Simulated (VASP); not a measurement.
Input of a VASP 6.6.1 run:

The input INCAR:

```
SYSTEM = Ge
  PREC = Accurate
  ENCUT = 520
  EDIFF = 1E-7
  ISMEAR = 0
  SIGMA = 0.15
  LREAL = .False.
  LASPH = .True.
  NELM = 60
  ALGO = Normal
  ISIF = 2
  LWAVE = .False.
  LCHARG = .True.
  GGA = PE
  IVDW = 12
  LELF = .True.
  LVHAR = .True.
  NBANDS = 13
```

File KPOINTS:

```
Automatic mesh
0
Gamma
  20 20 20
  0 0 0
```

File POSCAR:

```
Ge
1.0
    0.0000000000      2.1088523276      2.0983605250
    2.1088523276      0.0000000000      2.0983605250
    2.1088523276      2.1088523276      0.0000000000
Ge
1
Direct
    0.0000000000      0.0000000000      0.0000000000
```

Potentials or basis: VASP PAW PBE potentials, release 64 (Ge_d).

Run with:

```console
$ cat potpaw_PBE.64/Ge_d/POTCAR > POTCAR
$ mpirun -np 1 vasp_std > vasp.out
```

(1) Predict the band gap on the k mesh.

(2) What does it give for the dispersion energy per atom?

(3) Estimate the pressure.

## Answers

(1) zero (band 7 reaches 16.02 eV, above the bottom of band 8 at 4.50 eV).

(2) -0.354 eV.

(3) 0.2 GPa.

Caveat: the cell differs from its parent crystal (strain +0.0050 x Voigt [1, 1, 0, 0, 0, 0]); pairwise dispersion overbinds metals, which lowers pressure and volume.
